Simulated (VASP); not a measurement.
# GaN (P6_3mc) in VASP: a series of runs, part 2 of 2

VASP 6.6.1. Earlier steps stand in the parts before.

## (4) Relaxation of cell and atoms, PBE

File INCAR:

```
SYSTEM = GaN
PREC = Accurate ; ENCUT = 600
EDIFF = 1E-6 ; ISMEAR = 0
SIGMA = 0.1 ; LREAL = .FALSE.
LASPH = .TRUE. ; NELM = 60
ALGO = Normal ; ISIF = 3
LWAVE = .FALSE. ; LCHARG = .FALSE.
GGA = PE ; IBRION = 2
NSW = 90 ; EDIFFG = -0.04
```

File KPOINTS:

```
regular mesh
0
G
  6 6 4
  0 0 0
```

File POSCAR:

```
GaN
1.0
    3.1799995600      0.0000000000      0.0000000000
   -1.5899997800      2.7539604100      0.0000000000
    0.0000000000      0.0000000000      5.1659998900
Ga N
2 2
Direct
    0.3333333300      0.6666666700      0.0000000000
    0.6666666700      0.3333333300      0.5000000000
    0.3333333300      0.6666666700      0.3750000000
    0.6666666700      0.3333333300      0.8750000000
```

Potentials or basis: VASP PAW PBE potentials, release 64 (Ga_d, N).

Started as:

```bash
cat potpaw_PBE.64/Ga_d/POTCAR potpaw_PBE.64/N/POTCAR > POTCAR
mpirun -np 1 vasp_std > vasp.out
```

OUTCAR:

```text
SYSTEM = GaN
   PREC = Accurate
   ENCUT = 600
   EDIFF = 1E-6
   ISMEAR = 0
   LREAL = .FALSE.
   LASPH = .TRUE.
   NELM = 60
   ISIF = 3
   GGA = PE
   IBRION = 2
   NSW = 90
   EDIFFG = -0.04

 ion  position               nearest neighbor table
   1  0.333  0.667  0.000-   3 1.94   4 1.95   4 1.95   4 1.95
   2  0.667  0.333  0.500-   4 1.94   3 1.95   3 1.95   3 1.95
   3  0.333  0.667  0.375-   1 1.94   2 1.95   2 1.95   2 1.95
   4  0.667  0.333  0.875-   2 1.94   1 1.95   1 1.95   1 1.95

  LATTYP: Found a hexagonal cell.
 ALAT       =     3.1799995600
 C/A-ratio  =     1.6245284921

  Lattice vectors:

 A1 = (   3.1799995600,   0.0000000000,   0.0000000000)
 A2 = (  -1.5899997800,   2.7539604100,   0.0000000000)
 A3 = (   0.0000000000,   0.0000000000,   5.1659998900)

Analysis of symmetry for initial positions (statically):
=====================================================================
 Subroutine PRICEL returns:
 Original cell was already a primitive cell.

 Routine SETGRP: Setting up the symmetry group for a
 hexagonal supercell.

 Subroutine GETGRP returns: Found 12 space group operations
[... 154 lines left out ...]
  volume of cell :       45.24
 maximum number of plane-waves:      1530
 NGX is ok and might be reduce to    28

--------------------------------------- Ionic step        1  -------------------------------------------

 number of electron      35.9999995 magnetization

 Free energy of the ion-electron system (eV)
  ---------------------------------------------------
  ext. energy  EPLUGINS =         0.00000000
  ---------------------------------------------------
  free energy    TOTEN  =       -24.28364768 eV

  energy without entropy =      -24.28364768  energy(sigma->0) =      -24.28364768

------------------------ aborting loop because EDIFF is reached ----------------------------------------

  FORCE on cell =-STRESS in cart. coord.  units (eV):
  Direction    XX          YY          ZZ          XY          YZ          ZX
  --------------------------------------------------------------------------------------
  -------------------------------------------------------------------------------------
  Total        1.8187613      1.8187613      2.4137036      0.0000000      0.0000000      0.0000000
  in kB       64.4090878     64.4090881     85.4782024      0.0000000      0.0000000      0.0000000
  external PRESSURE =      71.4321261 kB  Pullay stress =       0.0000000 kB
[... 63 lines left out ...]
--------------------------------------- Ionic step        3  -------------------------------------------

 number of electron      36.0000003 magnetization

 Free energy of the ion-electron system (eV)
  ---------------------------------------------------
  ext. energy  EPLUGINS =         0.00000000
  ---------------------------------------------------
  free energy    TOTEN  =       -24.32356923 eV

  energy without entropy =      -24.32356923  energy(sigma->0) =      -24.32356923

 E-fermi :   5.4688     XC(G=0): -11.5152

 val. band max:        5.0159888256   @ k =   0.0000   0.0000   0.0000
 cond. band min:       6.7265188777   @ k =   0.0000   0.0000   0.0000
 fundamental gap:      1.7105300521
 Fermi energy:         5.4688254706

 k-point     1 :       0.0000    0.0000    0.0000
  band No.  band energies     occupation
      1     -10.7247      2.00000
      2      -9.9013      2.00000
      3      -8.4116      2.00000
      4      -8.3963      2.00000
      5      -8.3963      2.00000
      6      -8.3405      2.00000
[... 545 lines left out ...]
  FREE ENERGIE OF THE ION-ELECTRON SYSTEM (eV)
  ---------------------------------------------------
  free  energy   TOTEN  =       -24.3235692294 eV

  energy  without entropy=      -24.3235692294  energy(sigma->0) =      -24.32356923

 reached required accuracy - stopping structural energy minimisation
```

CONTCAR:

```text
GaN
   1.00000000000000
     3.2172322065094323    0.0000000000000000    0.0000000000000000
    -1.6086161032547162    2.7862048279737555    0.0000000000000000
     0.0000000000000000    0.0000000000000000    5.2462710375635995
  Ga              N
     2     2
Direct
     0.3333333300000021    0.6666666699999979    0.9993118451403613
     0.6666666699999979    0.3333333300000021    0.4993118451403613
     0.3333333300000021    0.6666666699999979    0.3756881548596387
     0.6666666699999979    0.3333333300000021    0.8756881548596387

  0.00000000E+00  0.00000000E+00  0.00000000E+00
  0.00000000E+00  0.00000000E+00  0.00000000E+00
  0.00000000E+00  0.00000000E+00  0.00000000E+00
  0.00000000E+00  0.00000000E+00  0.00000000E+00
```

It took 66 s on 1 thread of Intel Xeon 6975P-C, shared host; peak memory 0.19 GiB.

Results:

| Quantity | Value |
| --- | --- |
| Free energy | -24.3236 eV |
| Relaxed volume | 11.76 Å³/atom |
| Relaxed cell | a = 3.217 Å, b = 3.217 Å, c = 5.246 Å, α = 90.00°, β = 90.00°, γ = 120.00° |
| Space group after relaxing (to 0.05 Å) | P6_3mc (No. 186) |
| Energy gained by relaxing | 10.0 meV/atom |
| Ionic steps | 3 |
| Pressure after relaxing | 0.0 GPa |
| Largest force after relaxing | 0.012 eV/Å |
| Band gap on the k mesh | 1.71 eV, direct |

Forces in eV/Å, atoms in the order of the input:
```
Ga   0.000  0.000 -0.012
Ga   0.000  0.000 -0.012
N    0.000  0.000  0.012
N    0.000  0.000  0.012
```

Stress tensor (GPa, compression positive):
```
 0.03  0.00  0.00
 0.00  0.03  0.00
 0.00  0.00 -0.17
```

Step by step:
```
step  energy change (eV)  largest force (eV/Å)  pressure (GPa)  volume (Å³)
   1              0.0000                0.1347            7.14        45.24
   2             -0.0117                0.0608           -5.26        48.62
   3             -0.0399                0.0116           -0.03        47.03
```

Final structure:
```xyz
4
Lattice="3.2172 0.0000 0.0000 -1.6086 2.7862 0.0000 0.0000 0.0000 5.2463" Properties=species:S:1:pos:R:3 pbc="T T T"
Ga    0.0000    1.8575    5.2427
Ga    1.6086    0.9287    2.6195
N     0.0000    1.8575    1.9710
N     1.6086    0.9287    4.5941
```

## (5) Single point, PBE

This run uses another cell than the first one: it holds 8 atoms, not 4.

File INCAR:

```
PREC = Accurate
ENCUT = 520
EDIFF = 1E-7
ISMEAR = 0
SIGMA = 0.1
LREAL = F
LASPH = T
NELM = 80
ALGO = Normal
ISIF = 2
LWAVE = F
LCHARG = T
GGA = PE
LELF = T
LVHAR = T
NBANDS = 46
```

File KPOINTS:

```
Automatic mesh
0
Gamma
  6 6 2
```

File POSCAR:

```
GaN
1.0
    3.2184275448      0.0000000000      0.0000000000
   -1.6092137724      2.7872400141      0.0000000000
    0.0000000000      0.0000000000     10.4861642602
Ga N
4 4
Direct
    0.3333333333      0.6666666667      0.4995622531
    0.3333333333      0.6666666667      0.9995622531
    0.6666666667      0.3333333333      0.2495622531
    0.6666666667      0.3333333333      0.7495622531
    0.3333333333      0.6666666667      0.1879377469
    0.3333333333      0.6666666667      0.6879377469
    0.6666666667      0.3333333333      0.4379377469
    0.6666666667      0.3333333333      0.9379377469
```

Potentials or basis: VASP PAW PBE potentials, release 64 (Ga_d, N).

Started as:

```bash
cat potpaw_PBE.64/Ga_d/POTCAR potpaw_PBE.64/N/POTCAR > POTCAR
mpirun -np 1 vasp_std > vasp.out
```

OUTCAR:

```text
PREC = Accurate
   ENCUT = 520
   EDIFF = 1E-7
   ISMEAR = 0
   LREAL = F
   LASPH = T
   NELM = 80
   ISIF = 2
   GGA = PE

 ion  position               nearest neighbor table
   1  0.333  0.667  0.500-   7 1.97   7 1.97   7 1.97   6 1.98
   2  0.333  0.667  1.000-   8 1.97   8 1.97   8 1.97   5 1.98
   3  0.667  0.333  0.250-   5 1.97   5 1.97   5 1.97   7 1.98
   4  0.667  0.333  0.750-   6 1.97   6 1.97   6 1.97   8 1.98
   5  0.333  0.667  0.188-   3 1.97   3 1.97   3 1.97   2 1.98
   6  0.333  0.667  0.688-   4 1.97   4 1.97   4 1.97   1 1.98
   7  0.667  0.333  0.438-   1 1.97   1 1.97   1 1.97   3 1.98
   8  0.667  0.333  0.938-   2 1.97   2 1.97   2 1.97   4 1.98
[... 7 lines left out ...]
 A1 = (   3.2184275448,   0.0000000000,   0.0000000000)
 A2 = (  -1.6092137724,   2.7872400141,   0.0000000000)
 A3 = (   0.0000000000,   0.0000000000,  10.4861642602)

Analysis of symmetry for initial positions (statically):
=====================================================================
 Subroutine PRICEL returns following result:

  LATTYP: Found a hexagonal cell.
 ALAT       =     3.2184275448
 C/A-ratio  =     1.6290819219

  Lattice vectors:

 A1 = (   3.2184275448,   0.0000000000,   0.0000000000)
 A2 = (  -1.6092137724,   2.7872400141,   0.0000000000)
 A3 = (   0.0000000000,   0.0000000000,   5.2430821301)

   2 primitive cells build up your supercell.

 Routine SETGRP: Setting up the symmetry group for a
 hexagonal supercell.

 Subroutine GETGRP returns: Found 12 space group operations
 (whereof  6 operations were pure point group operations)
 out of a pool of 24 trial point group operations.

The static configuration has the point symmetry C_3v.
 The point group associated with its full space group is C_6v.

Analysis of symmetry for dynamics (positions and initial velocities):
=====================================================================
 Subroutine PRICEL returns following result:

  LATTYP: Found a hexagonal cell.
 ALAT       =     3.2184275448
 C/A-ratio  =     1.6290819219

  Lattice vectors:

 A1 = (   3.2184275448,   0.0000000000,   0.0000000000)
 A2 = (  -1.6092137724,   2.7872400141,   0.0000000000)
 A3 = (   0.0000000000,   0.0000000000,   5.2430821301)

   2 primitive cells build up your supercell.

 Routine SETGRP: Setting up the symmetry group for a
 hexagonal supercell.

 Subroutine GETGRP returns: Found 12 space group operations
 (whereof  6 operations were pure point group operations)
 out of a pool of 24 trial point group operations.

The dynamic configuration has the point symmetry C_3v.
 The point group associated with its full space group is C_6v.

 Subroutine INISYM returns: Found 12 space group operations
 (whereof  6 operations are pure point group operations),
 and found     2 'primitive' translations

----------------------------------------------------------------------------------------

                                     Primitive cell

  volume of cell :      47.0332

  direct lattice vectors                    reciprocal lattice vectors
[... 54 lines left out ...]
  0.333333  0.333333  0.000000      2.000000
  0.000000  0.000000  0.500000      1.000000
  0.166667 -0.000000  0.500000      6.000000
  0.333333 -0.000000  0.500000      6.000000
  0.500000 -0.000000  0.500000      3.000000
  0.166667  0.166667  0.500000      6.000000
  0.333333  0.166667  0.500000     12.000000
  0.333333  0.333333  0.500000      2.000000
   k-points           NKPTS =     14   k-points in BZ     NKDIM =     14   number of bands    NBANDS=     46
   number of dos      NEDOS =    301   number of ions     NIONS =      8
   total plane-waves  NPLWV =  46080
   dimension x,y,z NGX =    24 NGY =   24 NGZ =   80
   dimension x,y,z NGXF=    48 NGYF=   48 NGZF=  160
   ions per type =               4   4
   NGX,Y,Z   is equivalent  to a cutoff of  12.40, 12.40, 12.68 a.u.
   NGXF,Y,Z  is equivalent  to a cutoff of  24.79, 24.79, 25.37 a.u.
 SYSTEM =  unknown system
   PREC   = accura    normal or accurate (medium, high low for compatibility)
   ISTART =      0    job   : 0-new  1-cont  2-samecut
   ICHARG =      2    charge: 1-file 2-atom 10-const
   ISPIN  =      1    spin polarized calculation?
   LNONCOLLINEAR =      F non collinear calculations
   LSORBIT =      F    spin-orbit coupling
   LASPH  =      T    aspherical Exc in radial PAW
   ENCUT  =  520.0 eV  38.22 Ry    6.18 a.u.   5.98  5.98 19.50*2*pi/ulx,y,z
   NELM   =     80;   NELMIN=  2; NELMDL= -5     # of ELM steps
   EDIFF  = 0.1E-06   stopping-criterion for ELM
   LREAL  =      F    real-space projection
   EDIFFG = 0.1E-05   stopping-criterion for IOM
   NSW    =      0    number of steps for IOM
   IBRION =     -1    ionic relax: 0-MD 1-quasi-New 2-CG
   NFREE  =      0    steps in history (QN), initial steepest desc. (CG)
   ISIF   =      2    stress and relaxation
   ISYM   =      2    0-nonsym 1-usesym 2-fastsym
   POTIM  = 0.5000    time-step for ionic-motion
   TEBEG  =    0.0;   TEEND  =   0.0 temperature during run
   PSTRESS=    0.0 pullay stress
   NELECT =      72.0000    total number of electrons
   NUPDOWN=      -1.0000    fix difference up-down
   EMIN   =  10.00;   EMAX   =-10.00  energy-range for DOS
   EFERMI =   0.00;   METHOD = LEGACY
   ISMEAR =     0;   SIGMA  =   0.10  broadening in eV -4-tet -1-fermi 0-gaus
   EFERMI_NEDOS =   21; number of points for ismear=-14 and -15
   IALGO  =     38    algorithm
   IMIX   =      4    mixing-type and parameters
     AMIX     =   0.40;   BMIX     =  1.00
     AMIX_MAG =   1.60;   BMIX_MAG =  1.00
  volume/ion in A,a.u.               =      11.76        79.35
  Fermi-wavevector in a.u.,A,eV,Ry     =   1.497525  2.829912 30.512168  2.242581
  Thomas-Fermi vector in A             =   2.609402
   LORBIT       =      0    0 simple, 1 ext, 2 COOP (PROOUT), +10 PAW based schemes
   GGA     = PE    functional components
   LHFCALC =     F    Hartree Fock is set to
   AEXX    =    0.0000 exact exchange contribution
   IVDW    =     0    specifies the selected vdW correction
   LEPSILON=     F    determine dielectric tensor
   LRPA    =     F    only Hartree local field effects (RPA)
 non-spin polarized calculation
 Gauss-broadening in eV      SIGMA  =   0.10
  energy-cutoff  :      520.00
  volume of cell :       94.07
 maximum number of plane-waves:      2568
 NGX is ok and might be reduce to    24

 number of electron      71.9999913 magnetization

 Free energy of the ion-electron system (eV)
  ---------------------------------------------------
  ext. energy  EPLUGINS =         0.00000000
  ---------------------------------------------------
  free energy    TOTEN  =       -48.64629821 eV

  energy without entropy =      -48.64629821  energy(sigma->0) =      -48.64629821

 E-fermi :   5.5038     XC(G=0): -11.5143

 val. band max:        5.0114153945   @ k =   0.0000   0.0000   0.0000
 cond. band min:       6.7260894561   @ k =   0.0000   0.0000   0.0000
 fundamental gap:      1.7146740616
 Fermi energy:         5.5038155213

 k-point     1 :       0.0000    0.0000    0.0000
  band No.  band energies     occupation
      1     -10.7245      2.00000
      2     -10.2059      2.00000
      3     -10.2059      2.00000
      4      -9.9019      2.00000
      5      -8.4118      2.00000
      6      -8.3974      2.00000
[... 675 lines left out ...]
     45      14.0477      0.00000
     46      14.0477      0.00000

------------------------ aborting loop because EDIFF is reached ----------------------------------------

  FORCE on cell =-STRESS in cart. coord.  units (eV):
  Direction    XX          YY          ZZ          XY          YZ          ZX
  --------------------------------------------------------------------------------------
  -------------------------------------------------------------------------------------
  Total        0.0507573      0.0507573      0.0316102      0.0000000      0.0000000      0.0000000
  in kB        0.8645192      0.8645192      0.5383974      0.0000000      0.0000000      0.0000000
  external PRESSURE =       0.7558119 kB  Pullay stress =       0.0000000 kB

 VOLUME and BASIS-vectors are now :
 -----------------------------------------------------------------------------
  energy-cutoff  :      520.00
  volume of cell :       94.07
      direct lattice vectors                 reciprocal lattice vectors
     3.218427545  0.000000000  0.000000000     0.310710739  0.179388929  0.000000000
    -1.609213772  2.787240014  0.000000000     0.000000000  0.358777857  0.000000000
     0.000000000  0.000000000 10.486164260     0.000000000  0.000000000  0.095363755

 POSITION                                       TOTAL-FORCE (eV/Angst)
 -----------------------------------------------------------------------------------
     -0.00000      1.85816      5.23849        -0.000000      0.000000      0.000734
     -0.00000      1.85816     10.48157         0.000000      0.000000      0.000734
      1.60921      0.92908      2.61695         0.000000     -0.000000      0.000734
      1.60921      0.92908      7.86003        -0.000000     -0.000000      0.000734
     -0.00000      1.85816      1.97075         0.000000     -0.000000     -0.000734
     -0.00000      1.85816      7.21383         0.000000      0.000000     -0.000734
      1.60921      0.92908      4.59229        -0.000000      0.000000     -0.000734
      1.60921      0.92908      9.83537        -0.000000      0.000000     -0.000734
 -----------------------------------------------------------------------------------
    total drift:                               -0.000001     -0.000002     -0.002459

  FREE ENERGIE OF THE ION-ELECTRON SYSTEM (eV)
  ---------------------------------------------------
  free  energy   TOTEN  =       -48.6462982131 eV

  energy  without entropy=      -48.6462982131  energy(sigma->0) =      -48.64629821
```

Wall time 66 s (1 thread of Intel Xeon 6975P-C, shared host); peak memory 0.22 GiB.

Results:

```yaml
Free_energy: -48.6463 eV
Pressure: 0.1 GPa
Band_gap_on_the_k_mesh: 1.71 eV
```

## (6) Overview

```csv
task,cell,k mesh,cutoff (eV),gap on the mesh (eV),pressure (GPa),largest force (eV/Å)
single point,"a = 3.180, b = 3.180, c = 5.166 Å, angles 90.0, 90.0, 120.0°, 4 atoms",6 × 6 × 4,520,1.97,7.3,0.13
single point,"a = 3.217, b = 3.217, c = 5.240 Å, angles 90.0, 90.0, 120.0°, 4 atoms",6 × 6 × 4,520,1.73,0.3,0.01
relaxation of cell and atoms,"relaxed from a = 3.180, b = 3.180, c = 5.166 Å, angles 90.0, 90.0, 120.0°, 4 atoms",6 × 6 × 4,600,1.71,0.0,0.01
single point,"a = 3.218, b = 3.218, c = 10.486 Å, angles 90.0, 90.0, 120.0°, 8 atoms",6 × 6 × 2,520,1.71,0.1,-
```

Alike in all rows: level PBE; potentials or basis VASP PAW PBE potentials, release 64 (Ga_d, N); no spin polarisation; smearing gaussian 0.1 eV.

Absolute energies hang on the potentials; compare differences alone.

## (7) Comparison with measurements

Step 3. A measured gap of GaN is 3.503 eV (direct; quoted in “Studying electronic properties in GaN without electrical contacts using γ-γ vs e−-γ Perturbed Angular Correlations”, 2019, pmc:6823545); the calculated 1.73 eV misses it by -1.78 eV. So large a miss can be the level of theory's own, or it may mean another phase, state or a wrong row. Spin-orbit coupling on Ga is left out. The value is that of PBE, without temperature or zero-point motion. Semilocal functionals fall short of measured gaps as a rule.

Step 5. Against the measured gap of GaN, 3.503 eV (direct; quoted in “Studying electronic properties in GaN without electrical contacts using γ-γ vs e−-γ Perturbed Angular Correlations”, 2019, pmc:6823545), the calculated 1.71 eV is off by -1.79 eV. So large a miss can be the level of theory's own, or it may mean another phase, state or a wrong row. Spin-orbit coupling on Ga is left out. The value is that of PBE, without temperature or zero-point motion. Semilocal functionals fall short of measured gaps as a rule.
